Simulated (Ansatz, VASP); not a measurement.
## One calculation of TiN, two programs

Contents of INCAR:

```
SYSTEM = TiN
PREC = Accurate ; ENCUT = 520
EDIFF = 1E-6 ; ISMEAR = 0
SIGMA = 0.1 ; LREAL = .False.
LASPH = .True. ; NELM = 100
ALGO = Normal ; ISIF = 2
LWAVE = .False. ; LCHARG = .False.
GGA = PE ; NBANDS = 16
```

File KPOINTS:

```
Automatic mesh
0
Gamma
  18 18 18
  0 0 0
```

Contents of POSCAR:

```
TiN
1.0
    0.0000000000      2.1443901452      2.1443901452
    2.1443901452      0.0000000000      2.1443901452
    2.1443901452      2.1443901452      0.0000000000
Ti N
1 1
Direct
    0.0000000000      0.0000000000      0.0000000000
    0.5000000000      0.5000000000      0.5000000000
```

Input for Ansatz:

```yaml
crystal:
  lattice:
    - [0.0, 2.1443901448, 2.1443901448]
    - [2.1443901448, 0.0, 2.1443901448]
    - [2.1443901448, 2.1443901448, 0.0]
  atoms:
    - { symbol: Ti, position: [0.0, 0.0, 0.0] }
    - { symbol: "N", position: [0.5, 0.5, 0.5] }
basis:
  ecutwfc: 420
kpoints:
  mp_grid: { grid: [18, 18, 18] }
hamiltonian:
  xc: pbe
scf:
  occupations: { method: gaussian, width: 0.1 }
output:
  forces: true
  stress: true
  eigenvalues: true
```

Alike in both runs: task single point; functional PBE; k mesh 18 × 18 × 18; occupations gaussian, width 0.1 eV; no spin polarisation.

|  | VASP | Ansatz |
| --- | --- | --- |
| version | VASP 6.6.1 | Ansatz 0.2.0 |
| potentials or method | VASP PAW PBE potentials, release 64 (Ti_sv, N), cutoff 520 eV | scalar-relativistic, plane waves, PAW |
| valence electrons in the cell | 17 | 17 |

```tsv
	VASP	Ansatz	Ansatz less VASP
gap on the k mesh at the Fermi level (eV)	none	none	-
pressure (GPa)	-7.3	-7.7	-0.40
```

A gap of «none» marks a metal or a gap that the smearing closes.
